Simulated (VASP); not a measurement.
# ScPt (P4/mmm) in VASP: a series of runs, part 2 of 2

VASP 6.6.1. Earlier steps stand in the parts before.

### 3 Single point, LDA (zz strain of +2 %)

The input, INCAR:

```
SYSTEM = ScPt
PREC = Accurate ; ENCUT = 520
EDIFF = 1E-6 ; ISMEAR = -1
SIGMA = 0.05 ; LREAL = .False.
LASPH = .True. ; NELM = 60
ALGO = Normal ; ISIF = 2
LWAVE = .False. ; LCHARG = .True.
LELF = .True. ; LVHAR = .True.
NBANDS = 18
```

The input, KPOINTS:

```
Automatic mesh
0
Gamma
  10 10 10
  0 0 0
```

The input, POSCAR:

```
ScPt
1.0
    3.2700000000      0.0000000000      0.0000000000
    0.0000000000      3.2700000000      0.0000000000
    0.0000000000      0.0000000000      3.3354000000
Sc Pt
1 1
Direct
    0.5000000000      0.5000000000      0.5000000000
    0.0000000000      0.0000000000      0.0000000000
```

Potentials or basis: VASP PAW LDA potentials, release 64 (Sc_sv, Pt).

The run is started by

```bash
cat potpaw_LDA.64/Sc_sv/POTCAR potpaw_LDA.64/Pt/POTCAR > POTCAR
mpirun -np 1 vasp_std > vasp.out
```

OUTCAR:

```text
SYSTEM = ScPt
   PREC = Accurate
   ENCUT = 520
   EDIFF = 1E-6
   ISMEAR = -1
   LREAL = .False.
   LASPH = .True.
   NELM = 60
   ISIF = 2

 ion  position               nearest neighbor table
   1  0.500  0.500  0.500-   2 2.85   2 2.85   2 2.85   2 2.85   2 2.85   2 2.85   2 2.85   2 2.85

   2  0.000  0.000  0.000-   1 2.85   1 2.85   1 2.85   1 2.85   1 2.85   1 2.85   1 2.85   1 2.85

  LATTYP: Found a simple tetragonal cell.
 ALAT       =     3.2700000000
 C/A-ratio  =     1.0200000000

  Lattice vectors:

 A1 = (   3.2700000000,   0.0000000000,   0.0000000000)
 A2 = (   0.0000000000,   3.2700000000,   0.0000000000)
 A3 = (   0.0000000000,   0.0000000000,   3.3354000000)

Analysis of symmetry for initial positions (statically):
=====================================================================
 Subroutine PRICEL returns:
 Original cell was already a primitive cell.

 Routine SETGRP: Setting up the symmetry group for a
 simple tetragonal supercell.

 Subroutine GETGRP returns: Found 16 space group operations
 (whereof 16 operations were pure point group operations)
 out of a pool of 16 trial point group operations.

The static configuration has the point symmetry D_4h.

Analysis of symmetry for dynamics (positions and initial velocities):
=====================================================================
 Subroutine PRICEL returns:
 Original cell was already a primitive cell.

 Routine SETGRP: Setting up the symmetry group for a
 simple tetragonal supercell.

 Subroutine GETGRP returns: Found 16 space group operations
 (whereof 16 operations were pure point group operations)
 out of a pool of 16 trial point group operations.

The dynamic configuration has the point symmetry D_4h.

 Subroutine INISYM returns: Found 16 space group operations
 (whereof 16 operations are pure point group operations),
 and found     1 'primitive' translations

----------------------------------------------------------------------------------------
[... 105 lines left out ...]
   NUPDOWN=      -1.0000    fix difference up-down
   EMIN   =  10.00;   EMAX   =-10.00  energy-range for DOS
   EFERMI =   0.00;   METHOD = LEGACY
   ISMEAR =    -1;   SIGMA  =   0.05  broadening in eV -4-tet -1-fermi 0-gaus
   EFERMI_NEDOS =   21; number of points for ismear=-14 and -15
   IALGO  =     38    algorithm
   IMIX   =      4    mixing-type and parameters
     AMIX     =   0.40;   BMIX     =  1.00
     AMIX_MAG =   1.60;   BMIX_MAG =  1.00
  volume/ion in A,a.u.               =      17.83       120.34
  Fermi-wavevector in a.u.,A,eV,Ry     =   1.372145  2.592979 25.616816  1.882783
  Thomas-Fermi vector in A             =   2.497779
   LORBIT       =      0    0 simple, 1 ext, 2 COOP (PROOUT), +10 PAW based schemes
   GGA     = CA    functional components
   LHFCALC =     F    Hartree Fock is set to
   AEXX    =    0.0000 exact exchange contribution
   IVDW    =     0    specifies the selected vdW correction
   LEPSILON=     F    determine dielectric tensor
   LRPA    =     F    only Hartree local field effects (RPA)
 non-spin polarized calculation
  energy-cutoff  :      520.00
  volume of cell :       35.67
 maximum number of plane-waves:       976
   NGX = 13   NGY = 13   NGZ = 13

 number of electron      20.9999998 magnetization

 Free energy of the ion-electron system (eV)
  ---------------------------------------------------
  ext. energy  EPLUGINS =         0.00000000
  ---------------------------------------------------
  free energy    TOTEN  =       -16.62682724 eV

  energy without entropy =      -16.61199590  energy(sigma->0) =      -16.61941157

 E-fermi :   7.6217     XC(G=0): -12.1355

 val. band max:        7.6096576008   @ k =   0.0000   0.0000   0.4000
 cond. band min:       7.6256977293   @ k =   0.3000   0.3000   0.4000
 fundamental gap:      0.0160401285
 Fermi energy:         7.6217451891

 k-point     1 :       0.0000    0.0000    0.0000
  band No.  band energies     occupation
      1     -41.6600      2.00000
      2     -20.5414      2.00000
      3     -20.5252      2.00000
      4     -20.5252      2.00000
      5      -0.3623      2.00000
      6       2.5107      2.00000
[... 481 lines left out ...]
      5       0.4945      2.00000
      6       2.8350      2.00000
[... 10 lines left out ...]
     17      15.6079      0.00000
     18      17.1366      0.00000

 [... further k-points ...]
[... 5 lines left out ...]
  --------------------------------------------------------------------------------------
  -------------------------------------------------------------------------------------
  Total       -1.6702232     -1.6702232     -1.6708743      0.0000000      0.0000000      0.0000000
  in kB      -75.0311628    -75.0311628    -75.0604089      0.0000000      0.0000000      0.0000000
  external PRESSURE =     -75.0409115 kB  Pullay stress =       0.0000000 kB

 VOLUME and BASIS-vectors are now :
 -----------------------------------------------------------------------------
  energy-cutoff  :      520.00
  volume of cell :       35.67
      direct lattice vectors                 reciprocal lattice vectors
     3.270000000  0.000000000  0.000000000     0.305810398  0.000000000  0.000000000
     0.000000000  3.270000000  0.000000000     0.000000000  0.305810398  0.000000000
     0.000000000  0.000000000  3.335400000     0.000000000  0.000000000  0.299814115

 POSITION                                       TOTAL-FORCE (eV/Angst)
 -----------------------------------------------------------------------------------
      1.63500      1.63500      1.66770         0.000000      0.000000      0.000000
      0.00000      0.00000      0.00000         0.000000      0.000000      0.000000
 -----------------------------------------------------------------------------------
    total drift:                                0.000000      0.000000     -0.000000

  FREE ENERGIE OF THE ION-ELECTRON SYSTEM (eV)
  ---------------------------------------------------
  free  energy   TOTEN  =       -16.6268272360 eV

  energy  without entropy=      -16.6119958966  energy(sigma->0) =      -16.61941157
```

OSZICAR:

```text
N       E                     dE             d eps       ncg     rms          rms(c)
DAV:   1     0.187335569434E+03    0.18734E+03   -0.10524E+04  4784   0.123E+03
DAV:   2    -0.871902239765E+01   -0.19605E+03   -0.18873E+03  4660   0.366E+02
DAV:   3    -0.178830716620E+02   -0.91640E+01   -0.86790E+01  6026   0.896E+01
DAV:   4    -0.180772538761E+02   -0.19418E+00   -0.19338E+00  6708   0.133E+01
DAV:   5    -0.180798116403E+02   -0.25578E-02   -0.25575E-02  6098   0.111E+00    0.944E+00
DAV:   6    -0.168555471285E+02    0.12243E+01   -0.18399E+00  6312   0.197E+01    0.383E+00
DAV:   7    -0.166579652374E+02    0.19758E+00   -0.73408E-01  6338   0.668E+00    0.115E+00
DAV:   8    -0.166333319933E+02    0.24633E-01   -0.89988E-02  6922   0.294E+00    0.594E-01
DAV:   9    -0.166281939473E+02    0.51380E-02   -0.26738E-02  5730   0.254E+00    0.299E-01
DAV:  10    -0.166270125047E+02    0.11814E-02   -0.83415E-03  6024   0.127E+00    0.828E-02
DAV:  11    -0.166268279575E+02    0.18455E-03   -0.62721E-04  6794   0.338E-01    0.105E-02
DAV:  12    -0.166268274289E+02    0.52859E-06   -0.13928E-05  6996   0.373E-02    0.402E-03
DAV:  13    -0.166268272360E+02    0.19297E-06   -0.56024E-07  2736   0.109E-02
   1 F= -.16626827E+02 E0= -.16619412E+02  d E =-.148313E-01
```

stdout:

```text
POSCAR found type information on POSCAR ScPt
 POSCAR found :  2 types and       2 ions
 scaLAPACK will be used
 LDA part: xc-table for (Slater(with rela. corr.)+CA(PZ))
 , standard interpolation
 POSCAR, INCAR and KPOINTS ok, starting setup
 FFT: planning ... GRIDC
 FFT: planning ... GRID_SOFT
 FFT: planning ... GRID
 WAVECAR not read
 entering main loop
```

Run time: 20 s. Hardware: 1 thread of Intel Xeon 6975P-C (Granite Rapids), shared host; peak memory 0.19 GiB.

What came out:

```yaml
Free_energy: -16.6268 eV
Pressure: -7.5 GPa
Band_gap_on_the_k_mesh: zero (an odd number of electrons rules out a gap without spin polarisation)
```

Caveat: the cell differs from its parent crystal (zz strain of +2 %); the cell stands under tension; spin-orbit coupling is left out, which moves the levels of the heavy elements.

### 4 Single point, LDA (equal xx and yy strain of +1 %)

The input, INCAR:

```
  PREC = Accurate
  ENCUT = 520
  EDIFF = 1E-6
  ISMEAR = -1
  SIGMA = 0.05
  LREAL = False
  LASPH = True
  NELM = 100
  ALGO = Normal
  ISIF = 2
  LWAVE = False
  LCHARG = False
  NBANDS = 18
```

The input, KPOINTS:

```
Automatic mesh
0
Gamma
  10 10 10
```

The input, POSCAR:

```
ScPt
1.0
    3.3027000000      0.0000000000      0.0000000000
    0.0000000000      3.3027000000      0.0000000000
    0.0000000000      0.0000000000      3.2700000000
Sc Pt
1 1
Direct
    0.5000000000      0.5000000000      0.5000000000
    0.0000000000      0.0000000000      0.0000000000
```

Potentials or basis: VASP PAW LDA potentials, release 64 (Sc_sv, Pt).

The run is started by

```bash
cat potpaw_LDA.64/Sc_sv/POTCAR potpaw_LDA.64/Pt/POTCAR > POTCAR
mpirun -np 1 vasp_std > vasp.out
```

OUTCAR:

```text
PREC = Accurate
   ENCUT = 520
   EDIFF = 1E-6
   ISMEAR = -1
   LREAL = False
   LASPH = True
   NELM = 100
   ISIF = 2

 ion  position               nearest neighbor table
   1  0.500  0.500  0.500-   2 2.85   2 2.85   2 2.85   2 2.85   2 2.85   2 2.85   2 2.85   2 2.85

   2  0.000  0.000  0.000-   1 2.85   1 2.85   1 2.85   1 2.85   1 2.85   1 2.85   1 2.85   1 2.85

  LATTYP: Found a simple tetragonal cell.
 ALAT       =     3.3027000000
 C/A-ratio  =     0.9900990099

  Lattice vectors:

 A1 = (   3.3027000000,   0.0000000000,   0.0000000000)
 A2 = (   0.0000000000,   3.3027000000,   0.0000000000)
 A3 = (   0.0000000000,   0.0000000000,   3.2700000000)

Analysis of symmetry for initial positions (statically):
=====================================================================
 Subroutine PRICEL returns:
 Original cell was already a primitive cell.

 Routine SETGRP: Setting up the symmetry group for a
 simple tetragonal supercell.

 Subroutine GETGRP returns: Found 16 space group operations
[... 156 lines left out ...]

 Free energy of the ion-electron system (eV)
  ---------------------------------------------------
  ext. energy  EPLUGINS =         0.00000000
  ---------------------------------------------------
  free energy    TOTEN  =       -16.62667062 eV

  energy without entropy =      -16.61175638  energy(sigma->0) =      -16.61921350

 E-fermi :   7.6248     XC(G=0): -12.1350

 val. band max:        7.6007247888   @ k =   0.5000   0.4000   0.3000
 cond. band min:       7.6397243111   @ k =   0.4000   0.2000   0.2000
 fundamental gap:      0.0389995223
 Fermi energy:         7.6247643509

 k-point     1 :       0.0000    0.0000    0.0000
  band No.  band energies     occupation
      1     -41.6619      2.00000
      2     -20.5352      2.00000
      3     -20.5352      2.00000
      4     -20.5277      2.00000
      5      -0.3624      2.00000
      6       2.5125      2.00000
[... 481 lines left out ...]
      5       0.4871      2.00000
      6       2.8355      2.00000
[... 10 lines left out ...]
     17      15.9607      0.00000
     18      16.8966      0.00000

 [... further k-points ...]
[... 5 lines left out ...]
  --------------------------------------------------------------------------------------
  -------------------------------------------------------------------------------------
  Total       -1.6707058     -1.6707058     -1.6609326      0.0000000      0.0000000      0.0000000
  in kB      -75.0454835    -75.0454835    -74.6064852      0.0000000      0.0000000      0.0000000
  external PRESSURE =     -74.8991507 kB  Pullay stress =       0.0000000 kB

 VOLUME and BASIS-vectors are now :
 -----------------------------------------------------------------------------
  energy-cutoff  :      520.00
  volume of cell :       35.67
      direct lattice vectors                 reciprocal lattice vectors
     3.302700000  0.000000000  0.000000000     0.302782572  0.000000000  0.000000000
     0.000000000  3.302700000  0.000000000     0.000000000  0.302782572  0.000000000
     0.000000000  0.000000000  3.270000000     0.000000000  0.000000000  0.305810398

 POSITION                                       TOTAL-FORCE (eV/Angst)
 -----------------------------------------------------------------------------------
      1.65135      1.65135      1.63500         0.000000      0.000000      0.000000
      0.00000      0.00000      0.00000         0.000000      0.000000      0.000000
 -----------------------------------------------------------------------------------
    total drift:                                0.000000      0.000000      0.000000

  FREE ENERGIE OF THE ION-ELECTRON SYSTEM (eV)
  ---------------------------------------------------
  free  energy   TOTEN  =       -16.6266706226 eV

  energy  without entropy=      -16.6117563781  energy(sigma->0) =      -16.61921350
```

Wall time 25 s (1 thread of Intel Xeon 6975P-C (Granite Rapids), shared host); peak memory 0.2 GiB.

What came out:

- Free energy: -16.6267 eV
- Pressure: -7.5 GPa
- Band gap on the k mesh: zero (an odd number of electrons rules out a gap without spin polarisation)

Caveat: the cell differs from its parent crystal (equal xx and yy strain of +1 %); the cell stands under tension; spin-orbit coupling is left out, which moves the levels of the heavy elements.

### 5 Single point, LDA (equal xx and yy strain of +2 %)

The input, INCAR:

```
SYSTEM = ScPt
PREC = Accurate ; ENCUT = 520
EDIFF = 1E-7 ; ISMEAR = -1
SIGMA = 0.05 ; LREAL = .FALSE.
LASPH = .TRUE. ; NELM = 60
ALGO = Normal ; ISIF = 2
LWAVE = .FALSE. ; LCHARG = .FALSE.
NBANDS = 18
```

The input, KPOINTS:

```
regular mesh
0
G
  10 10 10
  0 0 0
```

The input, POSCAR:

```
ScPt
1.0
    3.3354000000      0.0000000000      0.0000000000
    0.0000000000      3.3354000000      0.0000000000
    0.0000000000      0.0000000000      3.2700000000
Sc Pt
1 1
Direct
    0.5000000000      0.5000000000      0.5000000000
    0.0000000000      0.0000000000      0.0000000000
```

The run is started by

```bash
cat potpaw_LDA.64/Sc_sv/POTCAR potpaw_LDA.64/Pt/POTCAR > POTCAR
mpirun -np 1 vasp_std > vasp.out
```

It took 28 s on 1 thread of Intel Xeon 6975P-C (Granite Rapids), shared host; peak memory 0.2 GiB.

Results (log left out):

| Property | Result |
| --- | --- |
| Free energy | -16.5883 eV |
| Pressure | -9.9 GPa |
| Band gap on the k mesh | zero (an odd number of electrons rules out a gap without spin polarisation) |

Levels at points of the mesh, in eV from the Fermi level:
```
           k point  band 9  band 10  band 11  band 12  band 13  band 14
(0.00, 0.00, 0.00)   -2.70    -2.70     1.28     1.44     3.26     3.26
(0.50, 0.00, 0.00)   -3.04    -2.34    -1.01    -0.12     1.09     1.25
(0.50, 0.50, 0.00)   -1.61    -0.96     0.23     0.23     1.70     3.32
(0.00, 0.00, 0.50)   -3.16    -2.39    -0.76    -0.05     1.06     1.06
(0.50, 0.00, 0.50)   -1.56    -0.75     0.33     0.37     1.90     3.29
(0.50, 0.50, 0.50)   -1.48    -1.34    -1.34    -1.28     2.87     3.42
```

Caveat: the cell differs from its parent crystal (equal xx and yy strain of +2 %); the cell stands under tension; spin-orbit coupling is left out, which moves the levels of the heavy elements.

### 6 Summary

```csv
cell,gap on the mesh (eV),pressure (GPa)
"a = 3.270, b = 3.270, c = 3.303 Å, 2 atoms",none,-6.2
"a = 3.270, b = 3.270, c = 3.335 Å, 2 atoms",none,-7.5
"a = 3.303, b = 3.303, c = 3.270 Å, 2 atoms",none,-7.5
"a = 3.335, b = 3.335, c = 3.270 Å, 2 atoms",none,-9.9
```

Alike in all rows: task single point; level LDA; potentials or basis VASP PAW LDA potentials, release 64 (Sc_sv, Pt); no spin polarisation; k mesh 10 × 10 × 10; cutoff (eV) 520; smearing fermi-dirac 0.05 eV.

Caveats: the cell stands under tension; spin-orbit coupling is left out, which moves the levels of the heavy elements.

Absolute energies hang on the potentials; compare differences alone.
